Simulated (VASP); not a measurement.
# Y (Fm-3m) in VASP: further runs

Y is run at these levels: PBE; tasks: relaxation of cell and atoms.

All numbers are computed with VASP 6.6.1; they aren't measurements. Logs are shortened: lines on timing, memory, paths and dates and some standing lists are left out, and cuts for length are marked.

### Step 1. The cell of the first run

Symmetry: Fm-3m, No. 225, cubic system. Conventional cell: a = 5.064 Å, b = 5.064 Å, c = 5.064 Å, α = 90.00°, β = 90.00°, γ = 90.00°. Y (site symmetry m-3m) has 12 Y at 3.58 Å within 4.7 Å.

This isn't the form of Y at room conditions, which is hcp.

### Step 2. Relaxation of cell and atoms, PBE

INCAR

```
PREC     = Accurate       # precision mode
ENCUT    = 600            # plane-wave cutoff, eV
EDIFF    = 1E-7           # SCF threshold, eV
ISMEAR   = -1             # smearing method
SIGMA    = 0.05           # smearing width, eV
LREAL    = F              # projectors in reciprocal space
LASPH    = T              # aspherical terms in the spheres
NELM     = 80             # most SCF steps
ALGO     = Normal         # electronic algorithm
ISIF     = 3              # what is computed and relaxed
LWAVE    = F              # write WAVECAR
LCHARG   = F              # write CHGCAR
GGA      = PE             # functional
IBRION   = 2              # ionic algorithm
NSW      = 45             # ionic steps
EDIFFG   = -0.005         # ionic threshold
```

KPOINTS

```
Automatic mesh
0
Gamma
  14 14 14
```

POSCAR

```
Y
1.0
    0.0000000000      2.5319491394      2.5319491394
    2.5319491394      0.0000000000      2.5319491394
    2.5319491394      2.5319491394      0.0000000000
Y
1
Direct
    0.0000000000      0.0000000000      0.0000000000
```

Potentials or basis: VASP PAW PBE potentials, release 64 (Y_sv).

Started as:

```bash
> cat potpaw_PBE.64/Y_sv/POTCAR > POTCAR
> mpirun -np 1 vasp_std > vasp.out
```

OUTCAR:

```text
PREC = Accurate
   ENCUT = 600
   EDIFF = 1E-7
   ISMEAR = -1
   LREAL = F
   LASPH = T
   NELM = 80
   ISIF = 3
   GGA = PE
   IBRION = 2
   NSW = 45
   EDIFFG = -0.005

 ion  position               nearest neighbor table
   1  0.000  0.000  0.000-

  LATTYP: Found a face centered cubic cell.
 ALAT       =     5.0638982788

  Lattice vectors:

 A1 = (   0.0000000000,   2.5319491394,   2.5319491394)
 A2 = (   2.5319491394,   0.0000000000,   2.5319491394)
 A3 = (   2.5319491394,   2.5319491394,   0.0000000000)

Analysis of symmetry for initial positions (statically):
=====================================================================
 Subroutine PRICEL returns:
 Original cell was already a primitive cell.

 Routine SETGRP: Setting up the symmetry group for a
 face centered cubic supercell.

 Subroutine GETGRP returns: Found 48 space group operations
 (whereof 48 operations were pure point group operations)
 out of a pool of 48 trial point group operations.

The static configuration has the point symmetry O_h .

Analysis of symmetry for dynamics (positions and initial velocities):
=====================================================================
 Subroutine PRICEL returns:
 Original cell was already a primitive cell.

 Routine SETGRP: Setting up the symmetry group for a
 face centered cubic supercell.

 Subroutine GETGRP returns: Found 48 space group operations
 (whereof 48 operations were pure point group operations)
 out of a pool of 48 trial point group operations.

The dynamic configuration has the point symmetry O_h .

 Subroutine INISYM returns: Found 48 space group operations
 (whereof 48 operations are pure point group operations),
 and found     1 'primitive' translations

----------------------------------------------------------------------------------------

                                     Primitive cell

  volume of cell :      32.4635

  direct lattice vectors                    reciprocal lattice vectors
     0.000000000  2.531949139  2.531949139    -0.197476321  0.197476321  0.197476321
     2.531949139  0.000000000  2.531949139     0.197476321 -0.197476321  0.197476321
     2.531949139  2.531949139  0.000000000     0.197476321  0.197476321 -0.197476321

  length of vectors
[... 138 lines left out ...]
  in kB       -1.1493582     -1.1493582     -1.1493582      0.0000000      0.0000000      0.0000000
  external PRESSURE =      -1.1493582 kB  Pullay stress =       0.0000000 kB

 VOLUME and BASIS-vectors are now :
 -----------------------------------------------------------------------------
  energy-cutoff  :      600.00
  volume of cell :       32.46
      direct lattice vectors                 reciprocal lattice vectors
     0.000000000  2.531949139  2.531949139    -0.197476321  0.197476321  0.197476321
     2.531949139  0.000000000  2.531949139     0.197476321 -0.197476321  0.197476321
     2.531949139  2.531949139  0.000000000     0.197476321  0.197476321 -0.197476321

 POSITION                                       TOTAL-FORCE (eV/Angst)
 -----------------------------------------------------------------------------------
      0.00000      0.00000      0.00000         0.000000     -0.000000      0.000000
 -----------------------------------------------------------------------------------
    total drift:                               -0.000000     -0.000000      0.000000

  FREE ENERGIE OF THE ION-ELECTRON SYSTEM (eV)
  ---------------------------------------------------
  free  energy   TOTEN  =        -6.4136876378 eV

  energy  without entropy=       -6.4001894768  energy(sigma->0) =       -6.40693856

--------------------------------------- Ionic step        2  -------------------------------------------

 number of electron      11.0000001 magnetization

 Free energy of the ion-electron system (eV)
  ---------------------------------------------------
  ext. energy  EPLUGINS =         0.00000000
  ---------------------------------------------------
  free energy    TOTEN  =        -6.41372036 eV

  energy without entropy =       -6.40027373  energy(sigma->0) =       -6.40699704

 E-fermi :   3.1365     XC(G=0):  -9.4823

 val. band max:        3.1354149692   @ k =  -0.3571   0.4286   0.2143
 cond. band min:       3.1425511599   @ k =   0.5000   0.2857   0.1429
 fundamental gap:      0.0071361907
 Fermi energy:         3.1364843632

 k-point     1 :       0.0000    0.0000    0.0000
  band No.  band energies     occupation
      1     -39.5404      2.00000
      2     -19.2340      2.00000
      3     -19.2340      2.00000
      4     -19.2340      2.00000
      5      -1.6393      2.00000
      6       4.9201      0.00000
      7       4.9201      0.00000
      8       4.9201      0.00000
      9       6.9402      0.00000
[... 265 lines left out ...]
 k-point    24 :       0.2857    0.1429    0.0000
  band No.  band energies     occupation
      1     -39.5009      2.00000
      2     -19.5262      2.00000
      3     -19.3118      2.00000
      4     -19.3061      2.00000
      5       0.0113      2.00000
      6       3.5764      0.00030
      7       4.9248      0.00000
      8       5.5577      0.00000
      9       6.3455      0.00000

 [... further k-points ...]

------------------------ aborting loop because EDIFF is reached ----------------------------------------

  FORCE on cell =-STRESS in cart. coord.  units (eV):
  Direction    XX          YY          ZZ          XY          YZ          ZX
  --------------------------------------------------------------------------------------
  -------------------------------------------------------------------------------------
  Total        0.0035888      0.0035888      0.0035888      0.0000000      0.0000000     -0.0000000
  in kB        0.1777166      0.1777166      0.1777166      0.0000000      0.0000000     -0.0000000
  external PRESSURE =       0.1777166 kB  Pullay stress =       0.0000000 kB

 VOLUME and BASIS-vectors are now :
 -----------------------------------------------------------------------------
  energy-cutoff  :      600.00
  volume of cell :       32.35
      direct lattice vectors                 reciprocal lattice vectors
     0.000000000  2.529104509  2.529104509    -0.197698434  0.197698434  0.197698434
     2.529104509 -0.000000000  2.529104509     0.197698434 -0.197698434  0.197698434
     2.529104509  2.529104509  0.000000000     0.197698434  0.197698434 -0.197698434

 POSITION                                       TOTAL-FORCE (eV/Angst)
 -----------------------------------------------------------------------------------
      2.52910      5.05821      2.52910         0.000000      0.000000     -0.000000
 -----------------------------------------------------------------------------------
    total drift:                               -0.000000     -0.000000      0.000000

  FREE ENERGIE OF THE ION-ELECTRON SYSTEM (eV)
  ---------------------------------------------------
  free  energy   TOTEN  =        -6.4137203609 eV

  energy  without entropy=       -6.4002737290  energy(sigma->0) =       -6.40699704

 reached required accuracy - stopping structural energy minimisation
```

It took 58 s on 1 thread of Intel Xeon Platinum 8488C (Sapphire Rapids), shared host; peak memory 0.22 GiB.

What came out:

```yaml
Free_energy: -6.4137 eV
Relaxed_volume: 32.35 Å³/atom
Relaxed_cell: a = 3.577 Å, b = 3.577 Å, c = 3.577 Å, α = 60.00°, β = 60.00°, γ = 60.00°
Space_group_after_relaxing_to_0.1_Å: Fm-3m (No. 225)
Energy_gained_by_relaxing: 0.0 meV/atom
Ionic_steps: 2
Pressure_after_relaxing: 0.0 GPa
Band_gap_on_the_k_mesh: zero (an odd number of electrons rules out a gap without spin polarisation)
```

Final structure:
```
CELL_PARAMETERS angstrom
0.00000 2.52910 2.52910
2.52910 0.00000 2.52910
2.52910 2.52910 0.00000
ATOMIC_POSITIONS crystal
Y 0.00000 0.00000 0.00000
```

Levels at points of the mesh, in eV from the Fermi level:
```csv
k point,band 1,band 2,band 3,band 4,band 5,band 6,band 7,band 8,band 9
"(0.00, 0.00, 0.00)",-42.68,-22.37,-22.37,-22.37,-4.78,1.78,1.78,1.78,3.80
"(0.50, 0.00, 0.00)",-42.61,-22.95,-22.45,-22.45,-1.99,0.62,1.62,1.62,5.26
"(0.50, 0.50, 0.00)",-42.59,-22.91,-22.58,-22.58,-1.77,-0.89,2.09,5.28,5.68
```

### Step 3. Relaxation of cell and atoms, PBE

This run uses another cell than the first one, of 32.94 Å³/atom.

INCAR

```
SYSTEM = Y
  PREC = Accurate
  ENCUT = 600
  EDIFF = 1E-6
  ISMEAR = -1
  SIGMA = 0.05
  LREAL = .FALSE.
  LASPH = .TRUE.
  NELM = 60
  ALGO = Normal
  ISIF = 3
  LWAVE = .FALSE.
  LCHARG = .FALSE.
  GGA = PE
  IBRION = 2
  NSW = 60
  EDIFFG = -0.005
```

KPOINTS

```
Automatic mesh
0
G
  14 14 14
  0 0 0
```

POSCAR

```
Y
1.0
    0.0000000000      2.5442778266      2.5442778266
    2.5442778266      0.0000000000      2.5442778266
    2.5442778266      2.5442778266      0.0000000000
Y
1
Direct
    0.0000000000      0.0000000000      0.0000000000
```

Potentials or basis: VASP PAW PBE potentials, release 64 (Y_sv).

Started as:

```bash
> cat potpaw_PBE.64/Y_sv/POTCAR > POTCAR
> mpirun -np 1 vasp_std > vasp.out
```

It took 73 s on 1 thread of Intel Xeon Platinum 8488C (Sapphire Rapids), shared host; peak memory 0.23 GiB.

It converged, with:

```
Free energy                           : -6.4137 eV
Relaxed volume                        : 32.37 Å³/atom
Relaxed cell                          : a = 3.577 Å, b = 3.577 Å, c = 3.577 Å, α = 60.00°, β = 60.00°, γ = 60.00°
Space group after relaxing (to 0.1 Å) : Fm-3m (No. 225)
Energy gained by relaxing             : 1.2 meV/atom
Ionic steps                           : 3
Pressure after relaxing               : 0.0 GPa
Band gap on the k mesh                : zero (an odd number of electrons rules out a gap without spin polarisation)
```

The path:
| step | energy change (eV) | largest force (eV/Å) | pressure (GPa) | volume (Å³) |
| --- | --- | --- | --- | --- |
| 1 | 0.0000 | 0.0000 | -0.66 | 32.94 |
| 2 | -0.0012 | 0.0000 | 0.09 | 32.29 |
| 3 | -0.0012 | 0.0000 | -0.01 | 32.37 |

Final structure:
```yaml
crystal:
  lattice:
    - [0.00000, 2.52948, 2.52948]
    - [2.52948, 0.00000, 2.52948]
    - [2.52948, 2.52948, 0.00000]
  atoms:
    - { symbol: Y, position: [0.00000, 0.00000, 0.00000] }
```

Levels at points of the mesh, in eV from the Fermi level:
| k point | band 2 | band 3 | band 4 | band 5 | band 6 | band 7 | band 8 | band 9 |
| --- | --- | --- | --- | --- | --- | --- | --- | --- |
| (0.00, 0.00, 0.00) | -22.37 | -22.37 | -22.37 | -4.78 | 1.78 | 1.78 | 1.78 | 3.80 |
| (0.50, 0.00, 0.00) | -22.95 | -22.45 | -22.45 | -1.99 | 0.62 | 1.62 | 1.62 | 5.26 |
| (0.50, 0.50, 0.00) | -22.91 | -22.58 | -22.58 | -1.77 | -0.89 | 2.09 | 5.27 | 5.68 |
